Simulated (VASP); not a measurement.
# Si16O (a cell with a defect) in VASP: a series of runs, part 2 of 2

VASP 6.6.1.

## Step 3: Single point, LDA, collinear spin, zero start

Input file INCAR:

```
PREC = Accurate
ENCUT = 520
EDIFF = 1E-6
ISMEAR = -1
SIGMA = 0.05
LREAL = Auto
LASPH = True
NELM = 150
ALGO = Normal
ISIF = 2
LWAVE = False
LCHARG = False
ISPIN = 2
MAGMOM = 0 0 0 0 0 0 0 0 0 0 0 0 0 0 0 0 0
LORBIT = 11
GGA = CA
NBANDS = 53
```

Input file KPOINTS:

```
regular mesh
0
Gamma
  2 2 2
```

Input file POSCAR:

```
Si16O
1.0
    0.0000000000      5.4300000000      5.4300000000
    5.4300000000      0.0000000000      5.4300000000
    5.4300000000      5.4300000000      0.0000000000
Si O
16 1
Direct
   -0.0008371087      0.0030855433      0.0009560773
    0.1171982505      0.1293938306      0.1313604972
   -0.0074872928      0.0001736648      0.5069604052
    0.1250080110      0.1229435543      0.6264568140
    0.0279460405      0.5050007366     -0.0392510129
    0.1293904236      0.6291425414      0.1086819521
    0.0066186924      0.4969588398      0.4839759669
    0.1437345304      0.6279903315      0.5906465009
    0.4894567219     -0.0282559853      0.0549084715
    0.6247525783      0.1278313996      0.1364325046
    0.4994587477     -0.0008252302      0.5119707182
    0.6182513812      0.0829583794      0.6828464088
    0.5030556169      0.5035843462     -0.0221773481
    0.6587366483      0.6162911602      0.0767186004
    0.5036009208      0.4539668508      0.5456073665
    0.6309277164      0.6263150092      0.6085829650
    0.6549051565      0.4253313076      0.3103559853
```

Potentials or basis: VASP PAW LDA potentials, release 64 (Si, O).

Launch:

```bash
cat potpaw_LDA.64/Si/POTCAR potpaw_LDA.64/O/POTCAR > POTCAR
mpirun -np 1 vasp_std > vasp.out
```

OUTCAR:

```text
PREC = Accurate
   ENCUT = 520
   EDIFF = 1E-6
   ISMEAR = -1
   LREAL = Auto
   LASPH = True
   NELM = 150
   ISIF = 2
   ISPIN = 2
   LORBIT = 11
   GGA = CA

 ion  position               nearest neighbor table
   1  0.999  0.003  0.001-   6 2.35   4 2.35  10 2.35   2 2.35
   2  0.117  0.129  0.131-   1 2.35   3 2.36   9 2.36   5 2.38
   3  0.993  0.000  0.507-   8 2.35   4 2.35   2 2.36  12 2.37
   4  0.125  0.123  0.626-   7 2.35   1 2.35  11 2.35   3 2.35
   5  0.028  0.505  0.961-  14 2.32   8 2.32   6 2.35   2 2.38
   6  0.129  0.629  0.109-  13 2.34   1 2.35   5 2.35   7 2.35
   7  0.007  0.497  0.484-   4 2.35   8 2.35   6 2.35  16 2.36
   8  0.144  0.628  0.591-  15 2.31   5 2.32   3 2.35   7 2.35
   9  0.489  0.972  0.055-  14 2.32  12 2.33   2 2.36  10 2.36
  10  0.625  0.128  0.136-   1 2.35  11 2.35   9 2.36  13 2.37
  11  0.499  0.999  0.512-  16 2.35   4 2.35  10 2.35  12 2.37
  12  0.618  0.083  0.683-  15 2.33   9 2.33  11 2.37   3 2.37
  13  0.503  0.504  0.978-  14 2.31  16 2.32   6 2.34  10 2.37
  14  0.659  0.616  0.077-  17 1.65  13 2.31   5 2.32   9 2.32  15 2.94
  15  0.504  0.454  0.546-  17 1.64  16 2.31   8 2.31  12 2.33  14 2.94
  16  0.631  0.626  0.609-  15 2.31  13 2.32  11 2.35   7 2.36
  17  0.655  0.425  0.310-  15 1.64  14 1.65

  LATTYP: Found a face centered cubic cell.
 ALAT       =    10.8600000000

  Lattice vectors:

 A1 = (   0.0000000000,   5.4300000000,   5.4300000000)
 A2 = (   5.4300000000,   0.0000000000,   5.4300000000)
 A3 = (   5.4300000000,   5.4300000000,   0.0000000000)

Analysis of symmetry for initial positions (statically):
=====================================================================
 Subroutine PRICEL returns:
 Original cell was already a primitive cell.

 Routine SETGRP: Setting up the symmetry group for a
 face centered cubic supercell.

 Subroutine GETGRP returns: Found  1 space group operations
 (whereof  1 operations were pure point group operations)
 out of a pool of 48 trial point group operations.

The static configuration has the point symmetry C_1 .

[... 600 lines left out ...]

 k-point     1 :       0.0000    0.0000    0.0000
  band No.  band energies     occupation
      1     -14.4293      1.00000
      2      -5.8672      1.00000
      3      -4.5621      1.00000
      4      -3.7397      1.00000
      5      -3.7193      1.00000
      6      -3.3682      1.00000
[... 389 lines left out ...]
     46      10.1338      0.00000
     47      10.3034      0.00000
 [bands above 47 left out]

------------------------ aborting loop because EDIFF is reached ----------------------------------------

  FORCE on cell =-STRESS in cart. coord.  units (eV):
  Direction    XX          YY          ZZ          XY          YZ          ZX
  --------------------------------------------------------------------------------------
  -------------------------------------------------------------------------------------
  Total        1.4202625      1.7766947      2.0485797      3.0616153     -1.8884104     -2.8379750
  in kB        7.1064012      8.8898393     10.2502383     15.3190460     -9.4488180    -14.2000431
  external PRESSURE =       8.7488263 kB  Pullay stress =       0.0000000 kB

 VOLUME and BASIS-vectors are now :
 -----------------------------------------------------------------------------
  energy-cutoff  :      520.00
  volume of cell :      320.21
      direct lattice vectors                 reciprocal lattice vectors
     0.000000000  5.430000000  5.430000000    -0.092081031  0.092081031  0.092081031
     5.430000000  0.000000000  5.430000000     0.092081031 -0.092081031  0.092081031
     5.430000000  5.430000000  0.000000000     0.092081031  0.092081031 -0.092081031

 POSITION                                       TOTAL-FORCE (eV/Angst)
 -----------------------------------------------------------------------------------
      0.02195      5.43065      5.44221         0.001262      0.002093      0.005770
      1.41590      1.34967      1.33900         0.004549     -0.001407      0.002222
      2.75374      8.14214      5.39029        -0.003208     -0.006082     -0.002471
      4.06924      4.08045      1.34638        -0.002175     -0.006319     -0.004851
      7.95902      5.36861      2.89390        -0.013900     -0.004146      0.003257
      4.00639      1.29273      4.11883        -0.001657     -0.006986     -0.008237
[... 9 lines left out ...]
      6.70550      6.73054      6.82683         0.007613      0.000474     -0.003154
      3.99478      5.24137      5.86568        -0.066651      0.061520     -0.017269
 -----------------------------------------------------------------------------------
    total drift:                               -0.003719     -0.004873      0.003117

  FREE ENERGIE OF THE ION-ELECTRON SYSTEM (eV)
  ---------------------------------------------------
  free  energy   TOTEN  =      -102.3309571877 eV

  energy  without entropy=     -102.3278694032  energy(sigma->0) =     -102.32941330

 total charge

# of ion       s       p       d       tot
------------------------------------------
    1        0.745   0.966   0.000   1.711
    2        0.750   0.944   0.000   1.694
    3        0.750   0.947   0.000   1.696
    4        0.745   0.965   0.000   1.710
    5        0.755   0.970   0.000   1.724
    6        0.745   0.963   0.000   1.708
[... 9 lines left out ...]
   16        0.751   0.984   0.000   1.735
   17        1.565   3.602   0.000   5.167
--------------------------------------------------
tot         13.557  19.006   0.000  32.563

 magnetization (x)

# of ion       s       p       d       tot
------------------------------------------
    1        0.000   0.000   0.000   0.000
    2       -0.000  -0.000   0.000  -0.000
    3       -0.000  -0.000   0.000  -0.000
    4       -0.000  -0.000   0.000  -0.000
    5        0.000   0.000   0.000   0.000
    6        0.000   0.000   0.000   0.000
[... 9 lines left out ...]
   16       -0.000  -0.000   0.000  -0.000
   17       -0.000   0.000   0.000  -0.000
--------------------------------------------------
tot          0.000  -0.000   0.000  -0.000
```

Run time: 7.1 min. Hardware: 1 thread of AMD EPYC 9R45 (Zen 5), shared host; peak memory 0.45 GiB.

Results:

| Property | Result |
| --- | --- |
| Free energy | -102.3310 eV |
| Pressure | 0.9 GPa |
| Largest force | 0.120 eV/Å |
| Band gap on the k mesh | 0.40 eV |
| Net moment | 0.00 μB per cell |
| Valence electrons inside the program's atomic spheres | Si 1.71, 1.69, 1.70, 1.72, 1.73, 1.74 (each value once); O 5.17 |

Forces on the atoms (eV/Å):
```
Si   0.001  0.002  0.006
Si   0.005 -0.001  0.002
Si  -0.003 -0.006 -0.002
Si  -0.002 -0.006 -0.005
Si  -0.014 -0.004  0.003
Si  -0.002 -0.007 -0.008
Si  -0.001  0.001  0.000
Si  -0.004 -0.004  0.008
Si   0.000 -0.004 -0.011
Si  -0.003  0.002 -0.002
Si   0.008 -0.001 -0.002
Si  -0.002  0.003  0.002
Si   0.014  0.009 -0.006
Si  -0.026 -0.080  0.086
Si   0.088  0.034 -0.050
Si   0.008  0.000 -0.003
O   -0.067  0.062 -0.017
```

Stress tensor (GPa, compression positive):
```
 0.71  1.53 -1.42
 1.53  0.89 -0.94
-1.42 -0.94  1.03
```

Caveat: the k points lie up to 0.50 Å⁻¹ apart; semilocal functionals underestimate gaps, and a narrow one can read as zero.

## Step 4: Single point, LDA, collinear spin, zero start

Input file INCAR:

```
SYSTEM = Si16O
PREC = Accurate ; ENCUT = 520
EDIFF = 1E-6 ; ISMEAR = -1
SIGMA = 0.05 ; LREAL = Auto
LASPH = .TRUE. ; NELM = 150
ALGO = Normal ; ISIF = 2
LWAVE = .FALSE. ; LCHARG = .TRUE.
ISPIN = 2 ; MAGMOM = 0 0 0 0 0 0 0 0 0 0 0 0 0 0 0 0 0
LORBIT = 11 ; LELF = .TRUE.
LVHAR = .TRUE. ; NBANDS = 53
```

Input file KPOINTS:

```
Automatic mesh
0
G
  2 2 2
  0 0 0
```

Input file POSCAR:

```
Si16O
1.0
    0.0000000000      5.4300000000      5.4300000000
    5.4300000000      0.0000000000      5.4300000000
    5.4300000000      5.4300000000      0.0000000000
Si O
16 1
Direct
   -0.0028932781      0.0029402394      0.0009697053
    0.1113360958      0.1277283610      0.1363723757
   -0.0103032228     -0.0009652855      0.5119155617
    0.1258420810      0.1227934622      0.6264704420
    0.0160414365      0.5034836096     -0.0225209945
    0.1329895948      0.6290023020      0.1086805709
    0.0125986188      0.4968061694      0.4839678637
    0.1346022099      0.6261941068      0.6082430939
    0.4842381215     -0.0284563536      0.0549567219
    0.6223604972      0.1292326888      0.1314220074
    0.5006045120     -0.0000069061      0.5070310313
    0.6162116943      0.0827674954      0.6828872007
    0.5065011971      0.5048468692     -0.0389879374
    0.6487102210      0.6160879374      0.0767214549
    0.4971714549      0.4537736648      0.5456305709
    0.6377572744      0.6277937385      0.5909447514
    0.6102628913      0.4251374770      0.3103750460
```

Launch:

```bash
cat potpaw_LDA.64/Si/POTCAR potpaw_LDA.64/O/POTCAR > POTCAR
mpirun -np 1 vasp_std > vasp.out
```

Run time: 7.2 min. Hardware: 1 thread of AMD EPYC 9R45 (Zen 5), shared host; peak memory 0.45 GiB.

The run converged. Its results:

```
Free energy                                           : -102.3307 eV
Pressure                                              : 0.9 GPa
Largest force                                         : 0.124 eV/Å
Band gap on the k mesh                                : 0.40 eV
Net moment                                            : 0.00 μB per cell
Valence electrons inside the program's atomic spheres : Si 1.71, 1.70, 1.73, 1.74, 1.72, 1.69 (each value once); O 5.17
```

Forces on the atoms (eV/Å):
```
Si   0.000 -0.006 -0.002
Si  -0.004  0.002 -0.002
Si   0.009  0.000  0.000
Si  -0.003  0.005  0.006
Si   0.015  0.006 -0.011
Si  -0.002  0.007  0.007
Si  -0.001  0.000 -0.002
Si   0.010  0.003 -0.001
Si   0.001  0.010  0.003
Si   0.004 -0.001  0.001
Si  -0.003  0.002  0.005
Si  -0.002  0.001 -0.002
Si  -0.015 -0.003  0.004
Si  -0.025 -0.088  0.083
Si   0.093  0.052 -0.035
Si  -0.005 -0.008  0.005
O   -0.073  0.020 -0.060
```

Stress tensor (GPa, compression positive):
```
 0.72  1.43 -1.53
 1.43  1.03 -0.95
-1.53 -0.95  0.89
```

Levels at points of the mesh, in eV from the valence-band top:
Spin up:
| k point | band 33 | band 34 | band 35 | band 36 | band 37 | band 38 |
| --- | --- | --- | --- | --- | --- | --- |
| (0.00, 0.00, 0.00) | -0.33 | -0.06 | 0.00 | 0.40 | 0.69 | 0.71 |
| (0.50, 0.00, 0.00) | -0.76 | -0.62 | -0.57 | 1.16 | 1.37 | 1.50 |
| (0.00, 0.50, 0.00) | -0.82 | -0.64 | -0.51 | 1.21 | 1.34 | 1.50 |
| (0.00, 0.00, 0.50) | -0.70 | -0.62 | -0.06 | 1.06 | 1.37 | 1.41 |
| (0.50, 0.50, 0.50) | -0.77 | -0.59 | -0.58 | 1.22 | 1.35 | 1.50 |
| (0.50, 0.50, 0.00) | -1.28 | -1.15 | -0.73 | 1.26 | 1.38 | 2.24 |
| (0.00, 0.50, 0.50) | -1.30 | -1.19 | -0.26 | 1.09 | 1.38 | 2.25 |
| (0.50, 0.00, 0.50) | -1.32 | -1.08 | -0.87 | 1.31 | 1.38 | 2.24 |
Spin down:
```csv
k point,band 32,band 33,band 34,band 35,band 36,band 37,band 38,band 39
"(0.00, 0.00, 0.00)",-0.94,-0.33,-0.06,0.00,0.40,0.69,0.71,0.88
"(0.50, 0.00, 0.00)",-1.24,-0.76,-0.62,-0.57,1.16,1.37,1.50,1.58
"(0.00, 0.50, 0.00)",-1.21,-0.82,-0.64,-0.51,1.21,1.34,1.50,1.61
"(0.00, 0.00, 0.50)",-0.73,-0.70,-0.62,-0.06,1.06,1.37,1.41,1.49
"(0.50, 0.50, 0.50)",-1.24,-0.77,-0.59,-0.58,1.22,1.35,1.50,1.61
"(0.50, 0.50, 0.00)",-1.44,-1.28,-1.15,-0.73,1.26,1.38,2.24,2.35
"(0.00, 0.50, 0.50)",-1.44,-1.30,-1.19,-0.26,1.09,1.38,2.25,2.28
"(0.50, 0.00, 0.50)",-1.40,-1.32,-1.08,-0.87,1.31,1.38,2.24,2.33
```

Caveat: the k points lie up to 0.50 Å⁻¹ apart; semilocal functionals underestimate gaps, and a narrow one can read as zero.

## Step 5: The runs side by side

| cell | gap on the mesh (eV) | pressure (GPa) | moment (μB) | largest force (eV/Å) |
| --- | --- | --- | --- | --- |
| as given, atomic positions A | 0.40 | 0.8 | 0.00 | 0.10 |
| as given, atomic positions B | 0.40 | 0.9 | 0.00 | 0.12 |
| as given, atomic positions C | 0.40 | 0.9 | 0.00 | 0.12 |

Alike in all rows: task single point; level LDA; potentials or basis VASP PAW LDA potentials, release 64 (Si, O); spin collinear, zero start; k mesh 2 × 2 × 2; cutoff (eV) 520; smearing fermi-dirac 0.05 eV.

Caveats: all runs use coarse meshes; semilocal functionals underestimate gaps, and a narrow one can read as zero.

Total energies depend on the potentials used, so only differences within one code and one set of settings carry meaning.
